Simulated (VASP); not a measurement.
# Ge (Fd-3m) in VASP: further runs

Aim: see how the results for Ge move with the level of theory and the settings. Levels: SVWN5, LDA, RPBE+D3(BJ), PBEsol. Tasks: single point, relaxation of cell and atoms.

Everything below comes from runs of VASP 6.6.1. Logs are shortened: lines on timing, memory, paths and dates and some standing lists are left out, and cuts for length are marked.

**Experimental background.**

From “Temperature-dependent photoluminescence in Ge: experiment and theory”, 2020, arxiv:2003.00143, for a bulk crystal of Ge at 0 K: band gap 0.744 eV (indirect).

The runs below are set against these values where they give the same quantity.

### Step 1. The cell of the first run

The structure is cubic, space group Fd-3m (No. 227). The conventional cell has a = 5.769 Å, b = 5.769 Å, c = 5.769 Å, α = 90.00°, β = 90.00°, γ = 90.00°. Within 3.3 Å of Ge (site symmetry -43m) lie 4 Ge at 2.50 Å.

### Step 2. Single point, SVWN5

File INCAR:

```
  PREC = Accurate
  ENCUT = 520
  EDIFF = 1E-6
  ISMEAR = -1
  SIGMA = 0.05
  LREAL = F
  LASPH = T
  NELM = 100
  ALGO = Normal
  ISIF = 2
  LWAVE = F
  LCHARG = F
  GGA = VW
  NBANDS = 21
```

File KPOINTS:

```
regular mesh
0
Gamma
  8 8 8
```

File POSCAR:

```
Ge
1.0
    0.0000000000      2.8843929095      2.8843929095
    2.8843929095      0.0000000000      2.8843929095
    2.8843929095      2.8843929095      0.0000000000
Ge
2
Direct
    0.7500000000      0.7500000000      0.7500000000
    0.5000000000      0.5000000000      0.5000000000
```

Potentials or basis: VASP PAW PBE potentials, release 64 (Ge_d).

Run with:

```sh
$ cat potpaw_PBE.64/Ge_d/POTCAR > POTCAR
$ mpirun -np 1 vasp_std > vasp.out
```

OUTCAR:

```text
PREC = Accurate
   ENCUT = 520
   EDIFF = 1E-6
   ISMEAR = -1
   LREAL = F
   LASPH = T
   NELM = 100
   ISIF = 2
   GGA = VW

 ion  position               nearest neighbor table
   1  0.750  0.750  0.750-   2 2.50   2 2.50   2 2.50   2 2.50
   2  0.500  0.500  0.500-   1 2.50   1 2.50   1 2.50   1 2.50

  LATTYP: Found a face centered cubic cell.
 ALAT       =     5.7687858190

  Lattice vectors:

 A1 = (   0.0000000000,   2.8843929095,   2.8843929095)
 A2 = (   2.8843929095,   0.0000000000,   2.8843929095)
 A3 = (   2.8843929095,   2.8843929095,   0.0000000000)

Analysis of symmetry for initial positions (statically):
=====================================================================
 Subroutine PRICEL returns:
 Original cell was already a primitive cell.

 Routine SETGRP: Setting up the symmetry group for a
 face centered cubic supercell.

 Subroutine GETGRP returns: Found 48 space group operations
 (whereof 24 operations were pure point group operations)
 out of a pool of 48 trial point group operations.

The static configuration has the point symmetry T_d .
 The point group associated with its full space group is O_h .

Analysis of symmetry for dynamics (positions and initial velocities):
=====================================================================
 Subroutine PRICEL returns:
 Original cell was already a primitive cell.

 Routine SETGRP: Setting up the symmetry group for a
 face centered cubic supercell.

 Subroutine GETGRP returns: Found 48 space group operations
 (whereof 24 operations were pure point group operations)
 out of a pool of 48 trial point group operations.

The dynamic configuration has the point symmetry T_d .
 The point group associated with its full space group is O_h .

 Subroutine INISYM returns: Found 48 space group operations
 (whereof 24 operations are pure point group operations),
 and found     1 'primitive' translations

----------------------------------------------------------------------------------------

                                     Primitive cell

  volume of cell :      47.9947

  direct lattice vectors                    reciprocal lattice vectors
     0.000000000  2.884392909  2.884392909    -0.173346703  0.173346703  0.173346703
     2.884392909  0.000000000  2.884392909     0.173346703 -0.173346703  0.173346703
     2.884392909  2.884392909  0.000000000     0.173346703  0.173346703 -0.173346703

  length of vectors
     4.079147572  4.079147572  4.079147572     0.300245296  0.300245296  0.300245296

  position of ions in fractional coordinates (direct lattice)
     0.750000000  0.750000000  0.750000000
     0.500000000  0.500000000  0.500000000

  ion indices of the primitive-cell ions
   primitive index   ion index
                 1           1
                 2           2

----------------------------------------------------------------------------------------

 KPOINTS: regular mesh

Automatic generation of k-mesh.
 Grid dimensions read from file:
 generate k-points for:    8    8    8

 Generating k-lattice:

  Cartesian coordinates                     Fractional coordinates (reciprocal lattice)
    -0.021668338  0.021668338  0.021668338     0.125000000  0.000000000  0.000000000
     0.021668338 -0.021668338  0.021668338     0.000000000  0.125000000  0.000000000
     0.021668338  0.021668338 -0.021668338     0.000000000  0.000000000  0.125000000

  Length of vectors
     0.037530662  0.037530662  0.037530662

  Shift w.r.t. Gamma in fractional coordinates (k-lattice)
     0.000000000  0.000000000  0.000000000

 Subroutine IBZKPT returns following result:
 ===========================================

 Found     29 irreducible k-points:

 Following reciprocal coordinates:
            Coordinates               Weight
  0.000000  0.000000  0.000000      1.000000
  0.125000  0.000000  0.000000      8.000000
  0.250000  0.000000  0.000000      8.000000
  0.375000  0.000000  0.000000      8.000000
  0.500000  0.000000  0.000000      4.000000
  0.125000  0.125000  0.000000      6.000000
[... 16 lines left out ...]
  0.500000  0.250000  0.125000     48.000000
 -0.375000  0.250000  0.125000     24.000000
 [... further k-points ...]
   k-points           NKPTS =     29   k-points in BZ     NKDIM =     29   number of bands    NBANDS=     21
   number of dos      NEDOS =    301   number of ions     NIONS =      2
   total plane-waves  NPLWV =  27000
   dimension x,y,z NGX =    30 NGY =   30 NGZ =   30
   dimension x,y,z NGXF=    60 NGYF=   60 NGZF=   60
   ions per type =               2
   NGX,Y,Z   is equivalent  to a cutoff of  12.23, 12.23, 12.23 a.u.
   NGXF,Y,Z  is equivalent  to a cutoff of  24.45, 24.45, 24.45 a.u.
 SYSTEM =  unknown system
   PREC   = accura    normal or accurate (medium, high low for compatibility)
   ISTART =      0    job   : 0-new  1-cont  2-samecut
   ICHARG =      2    charge: 1-file 2-atom 10-const
   ISPIN  =      1    spin polarized calculation?
   LNONCOLLINEAR =      F non collinear calculations
   LSORBIT =      F    spin-orbit coupling
   LASPH  =      T    aspherical Exc in radial PAW
   ENCUT  =  520.0 eV  38.22 Ry    6.18 a.u.   7.58  7.58  7.58*2*pi/ulx,y,z
   NELM   =    100;   NELMIN=  2; NELMDL= -5     # of ELM steps
   EDIFF  = 0.1E-05   stopping-criterion for ELM
   LREAL  =      F    real-space projection
   EDIFFG = 0.1E-04   stopping-criterion for IOM
   NSW    =      0    number of steps for IOM
   IBRION =     -1    ionic relax: 0-MD 1-quasi-New 2-CG
   NFREE  =      0    steps in history (QN), initial steepest desc. (CG)
   ISIF   =      2    stress and relaxation
   ISYM   =      2    0-nonsym 1-usesym 2-fastsym
   POTIM  = 0.5000    time-step for ionic-motion
   TEBEG  =    0.0;   TEEND  =   0.0 temperature during run
   PSTRESS=    0.0 pullay stress
   NELECT =      28.0000    total number of electrons
   NUPDOWN=      -1.0000    fix difference up-down
   EMIN   =  10.00;   EMAX   =-10.00  energy-range for DOS
   EFERMI =   0.00;   METHOD = LEGACY
   ISMEAR =    -1;   SIGMA  =   0.05  broadening in eV -4-tet -1-fermi 0-gaus
   EFERMI_NEDOS =   21; number of points for ismear=-14 and -15
   IALGO  =     38    algorithm
   IMIX   =      4    mixing-type and parameters
     AMIX     =   0.40;   BMIX     =  1.00
     AMIX_MAG =   1.60;   BMIX_MAG =  1.00
  volume/ion in A,a.u.               =      24.00       161.94
  Fermi-wavevector in a.u.,A,eV,Ry     =   1.367928  2.585008 25.459572  1.871226
  Thomas-Fermi vector in A             =   2.493937
   LORBIT       =      0    0 simple, 1 ext, 2 COOP (PROOUT), +10 PAW based schemes
   GGA     = VW    functional components
   LHFCALC =     F    Hartree Fock is set to
   AEXX    =    0.0000 exact exchange contribution
   IVDW    =     0    specifies the selected vdW correction
   LEPSILON=     F    determine dielectric tensor
   LRPA    =     F    only Hartree local field effects (RPA)
 non-spin polarized calculation
  energy-cutoff  :      520.00
  volume of cell :       47.99
 maximum number of plane-waves:      1308
   NGX = 15   NGY = 15   NGZ = 15

 number of electron      27.9999976 magnetization

 Free energy of the ion-electron system (eV)
  ---------------------------------------------------
  ext. energy  EPLUGINS =         0.00000000
  ---------------------------------------------------
  free energy    TOTEN  =       -10.20827691 eV

  energy without entropy =      -10.20669078  energy(sigma->0) =      -10.20748385

 E-fermi :   4.0025     XC(G=0): -10.0108

 val. band max:        3.8247961013   @ k =   0.1250   0.0000   0.0000
 cond. band min:       4.0095316160   @ k =   0.5000   0.0000   0.0000
 fundamental gap:      0.1847355147
 Fermi energy:         4.0025212007

 k-point     1 :       0.0000    0.0000    0.0000
  band No.  band energies     occupation
      1     -20.5685      2.00000
      2     -20.5685      2.00000
      3     -20.5685      2.00000
      4     -20.5358      2.00000
      5     -20.5358      2.00000
      6     -20.3526      2.00000
[... 13 lines left out ...]
     20      13.5508      0.00000
     21      13.5508      0.00000

 k-point     2 :       0.1250    0.0000    0.0000
  band No.  band energies     occupation
      1     -20.5753      2.00000
      2     -20.5753      2.00000
      3     -20.5662      2.00000
      4     -20.5262      2.00000
      5     -20.5262      2.00000
      6     -20.3640      2.00000
[... 13 lines left out ...]
     20      12.6528      0.00000
     21      12.6528      0.00000

 k-point     3 :       0.2500    0.0000    0.0000
  band No.  band energies     occupation
      1     -20.5841      2.00000
      2     -20.5841      2.00000
      3     -20.5607      2.00000
      4     -20.5114      2.00000
      5     -20.5114      2.00000
      6     -20.3764      2.00000
[... 13 lines left out ...]
     20      12.3884      0.00000
     21      12.3884      0.00000

 k-point     4 :       0.3750    0.0000    0.0000
  band No.  band energies     occupation
      1     -20.5887      2.00000
      2     -20.5887      2.00000
      3     -20.5550      2.00000
      4     -20.5021      2.00000
      5     -20.5021      2.00000
      6     -20.3831      2.00000
[... 13 lines left out ...]
     20      13.4589      0.00000
     21      13.4589      0.00000

 k-point     5 :       0.5000    0.0000    0.0000
  band No.  band energies     occupation
      1     -20.5899      2.00000
      2     -20.5899      2.00000
      3     -20.5526      2.00000
      4     -20.4995      2.00000
      5     -20.4995      2.00000
      6     -20.3847      2.00000
[... 13 lines left out ...]
     20      14.3393      0.00000
     21      15.0007      0.00000
[... 382 lines left out ...]
     20      14.9892      0.00000
     21      16.6573      0.00000

 k-point    22 :       0.3750    0.2500    0.1250
  band No.  band energies     occupation
      1     -20.5931      2.00000
      2     -20.5913      2.00000
      3     -20.5533      2.00000
      4     -20.5047      2.00000
      5     -20.4804      2.00000
      6     -20.4195      2.00000
[... 13 lines left out ...]
     20      13.7935      0.00000
     21      14.2052      0.00000

 k-point    23 :       0.5000    0.2500    0.1250
  band No.  band energies     occupation
      1     -20.6037      2.00000
      2     -20.5968      2.00000
      3     -20.5343      2.00000
      4     -20.4917      2.00000
      5     -20.4694      2.00000
      6     -20.4272      2.00000
[... 13 lines left out ...]
     20      13.4023      0.00000
     21      15.2507      0.00000

 k-point    24 :      -0.3750    0.2500    0.1250
  band No.  band energies     occupation
      1     -20.6082      2.00000
      2     -20.5980      2.00000
      3     -20.5256      2.00000
      4     -20.4821      2.00000
      5     -20.4706      2.00000
      6     -20.4230      2.00000
[... 13 lines left out ...]
     20      14.7897      0.00000
     21      15.1834      0.00000

 [... further k-points ...]

------------------------ aborting loop because EDIFF is reached ----------------------------------------

  FORCE on cell =-STRESS in cart. coord.  units (eV):
  Direction    XX          YY          ZZ          XY          YZ          ZX
  --------------------------------------------------------------------------------------
  -------------------------------------------------------------------------------------
  Total       -1.3752621     -1.3752621     -1.3752621      0.0000000     -0.0000000      0.0000000
  in kB      -45.9095264    -45.9095264    -45.9095264      0.0000000     -0.0000000      0.0000000
  external PRESSURE =     -45.9095264 kB  Pullay stress =       0.0000000 kB

 VOLUME and BASIS-vectors are now :
 -----------------------------------------------------------------------------
  energy-cutoff  :      520.00
  volume of cell :       47.99
      direct lattice vectors                 reciprocal lattice vectors
     0.000000000  2.884392909  2.884392909    -0.173346703  0.173346703  0.173346703
     2.884392909  0.000000000  2.884392909     0.173346703 -0.173346703  0.173346703
     2.884392909  2.884392909  0.000000000     0.173346703  0.173346703 -0.173346703

 POSITION                                       TOTAL-FORCE (eV/Angst)
 -----------------------------------------------------------------------------------
      4.32659      4.32659      4.32659        -0.000000     -0.000000     -0.000000
      2.88439      2.88439      2.88439         0.000000      0.000000      0.000000
 -----------------------------------------------------------------------------------
    total drift:                                0.000000     -0.000000     -0.000000

  FREE ENERGIE OF THE ION-ELECTRON SYSTEM (eV)
  ---------------------------------------------------
  free  energy   TOTEN  =       -10.2082769148 eV

  energy  without entropy=      -10.2066907791  energy(sigma->0) =      -10.20748385
```

Wall time 12 s (1 thread of Intel Xeon 6975P-C (Granite Rapids), shared host); peak memory 0.15 GiB.

What came out:

```
Free energy            : -10.2083 eV
Pressure               : -4.6 GPa
Band gap on the k mesh : zero (band 14 reaches 4.14 eV, above the bottom of band 15 at 4.01 eV)
```

Caveat: the PAW data sets were made with another functional, which shifts forces and pressure a little.

### Step 3. Single point, LDA

File INCAR:

```
SYSTEM = Ge
PREC = Accurate
ENCUT = 520
EDIFF = 1E-6
ISMEAR = -1
SIGMA = 0.05
LREAL = .FALSE.
LASPH = .TRUE.
NELM = 60
ALGO = Normal
ISIF = 2
LWAVE = .FALSE.
LCHARG = .TRUE.
GGA = CA
LELF = .TRUE.
LVHAR = .TRUE.
NBANDS = 21
```

File KPOINTS:

```
regular mesh
0
G
  8 8 8
  0 0 0
```

POSCAR is that of step 2.

Potentials or basis: VASP PAW LDA potentials, release 64 (Ge_d).

Run with:

```sh
$ cat potpaw_LDA.64/Ge_d/POTCAR > POTCAR
$ mpirun -np 1 vasp_std > vasp.out
```

Wall time 12 s (1 thread of Intel Xeon 6975P-C (Granite Rapids), shared host); peak memory 0.15 GiB.

Results (log left out):

| Property | Result |
| --- | --- |
| Free energy | -10.3289 eV |
| Pressure | -4.5 GPa |
| Band gap on the k mesh | zero (band 14 reaches 4.17 eV, above the bottom of band 15 at 4.07 eV) |

Levels at points of the mesh, in eV from the Fermi level:
```csv
k point,band 12,band 13,band 14,band 15,band 16,band 17
"(0.00, 0.00, 0.00)",-0.54,0.12,0.12,0.12,2.62,2.62
"(0.50, 0.00, 0.00)",-7.27,-1.20,-1.20,0.01,3.80,3.80
"(0.50, 0.50, 0.00)",-8.60,-2.76,-2.76,0.85,0.85,9.05
```

### Step 4. Relaxation of cell and atoms, RPBE+D3(BJ)

This run uses another cell than the first one, of 22.64 Å³/atom, 0.943 times its volume.

File INCAR:

```
  PREC = Accurate
  ENCUT = 600
  EDIFF = 1E-6
  ISMEAR = -1
  SIGMA = 0.05
  LREAL = False
  LASPH = True
  NELM = 80
  ALGO = Normal
  ISIF = 3
  LWAVE = False
  LCHARG = False
  GGA = RP
  IVDW = 12
  IBRION = 2
  NSW = 60
  EDIFFG = -0.01
```

File KPOINTS:

```
Automatic mesh
0
Gamma
  8 8 8
```

File POSCAR:

```
Ge
1.0
    0.0000000000      2.8289100000      2.8289100000
    2.8289100000      0.0000000000      2.8289100000
    2.8289100000      2.8289100000      0.0000000000
Ge
2
Direct
    0.7500000000      0.7500000000      0.7500000000
    0.5000000000      0.5000000000      0.5000000000
```

Potentials or basis: VASP PAW PBE potentials, release 64 (Ge_d).

Run with:

```sh
$ cat potpaw_PBE.64/Ge_d/POTCAR > POTCAR
$ mpirun -np 1 vasp_std > vasp.out
```

Run time: 55 s. Hardware: 1 thread of Intel Xeon 6975P-C (Granite Rapids), shared host; peak memory 0.2 GiB.

Results (log left out):

- Free energy: -10.8741 eV
- Relaxed volume: 21.20 Å³/atom
- Relaxed cell: a = 3.914 Å, b = 3.914 Å, c = 3.914 Å, α = 60.00°, β = 60.00°, γ = 60.00°
- Space group after relaxing (to 0.05 Å): Fd-3m (No. 227)
- Energy gained by relaxing: 21.8 meV/atom
- Ionic steps: 12
- Pressure after relaxing: 0.0 GPa
- Band gap on the k mesh: 0.48 eV, indirect (least direct gap 0.77 eV)
- Dispersion energy per atom: -1.361 eV

The path:
```
step  energy change (eV)  largest force (eV/Å)  pressure (GPa)  volume (Å³)
   1              0.0000                0.0000           -4.42        45.28
   2             -0.0376                0.0000            2.11        41.31
   3             -0.0436                0.0000            0.34        42.32
   4             -0.0434                0.0000           -0.36        42.52
   5             -0.0436                0.0000           -0.20        42.42
   6             -0.0436                0.0000           -0.13        42.41
   7             -0.0436                0.0000           -0.28        42.40
   8             -0.0436                0.0000           -0.16        42.40
   9             -0.0436                0.0000           -0.16        42.40
  10             -0.0436                0.0000           -0.17        42.40
  11             -0.0436                0.0000           -0.18        42.40
  12             -0.0436                0.0000           -0.04        42.39
```

Final structure:
```
Ge
1.0
     0.00000    2.76749    2.76749
     2.76749    0.00000    2.76749
     2.76749    2.76749    0.00000
Ge
2
Direct
  0.75000 0.75000 0.75000
  0.50000 0.50000 0.50000
```

Levels at points of the mesh, in eV from the valence-band top:
```
           k point  band 11  band 12  band 13  band 14  band 15  band 16  band 17  band 18
(0.00, 0.00, 0.00)   -13.26     0.00     0.00     0.00     0.77     2.59     2.59     2.59
(0.50, 0.00, 0.00)   -11.01    -7.89    -1.51    -1.51     0.48     3.79     3.79     7.29
(0.50, 0.50, 0.00)    -9.12    -9.12    -3.31    -3.31     0.73     0.73    10.12    10.12
```

Caveat: the PAW data sets were made with another functional, which shifts forces and pressure a little.

(Part 1 of 2 ends here.)
